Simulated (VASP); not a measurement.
Here is a VASP 6.6.1 calculation.

File POSCAR:

```
LiCl
1.0
    0.0000000000      2.5647700000      2.5647700000
    2.5647700000      0.0000000000      2.5647700000
    2.5647700000      2.5647700000      0.0000000000
Cl Li
1 1
Direct
    0.5000000000      0.5000000000      0.5000000000
    0.0000000000      0.0000000000      0.0000000000
```

File INCAR.step1:

```
PREC = Accurate ; ENCUT = 520
EDIFF = 1E-5 ; ISMEAR = -1
SIGMA = 0.05 ; LREAL = False
LASPH = True ; NELM = 80
ALGO = Normal ; ISIF = 2
LWAVE = True ; GGA = PE
NBANDS = 12
```

Contents of INCAR.step2:

```
PREC = Accurate ; ENCUT = 520
EDIFF = 1E-7 ; ISMEAR = -1
SIGMA = 0.05 ; LREAL = False
LASPH = True ; NELM = 80
ALGO = Normal ; ISIF = 2
LWAVE = False ; LCHARG = True
METAGGA = R2SCAN ; LHFCALC = True
AEXX = 0.25 ; LMIXTAU = True
PRECFOCK = Normal ; LELF = True
LVHAR = True ; ISTART = 1
NBANDS = 12
```

KPOINTS

```
Automatic mesh
0
Gamma
  5 5 5
```

Potentials or basis: VASP PAW PBE potentials, release 64 (Cl, Li_sv).

The run is started by

```bash
$ cat potpaw_PBE.64/Cl/POTCAR potpaw_PBE.64/Li_sv/POTCAR > POTCAR
$ cp INCAR.step1 INCAR
$ mpirun -np 1 vasp_std > vasp.out
$ cp INCAR.step2 INCAR
$ mpirun -np 1 vasp_std > vasp.out
```

(1) Estimate the band gap on the k mesh.

## Answers

(1) 9.04 eV, direct.

Caveat: the k points lie up to 0.42 Å⁻¹ apart.
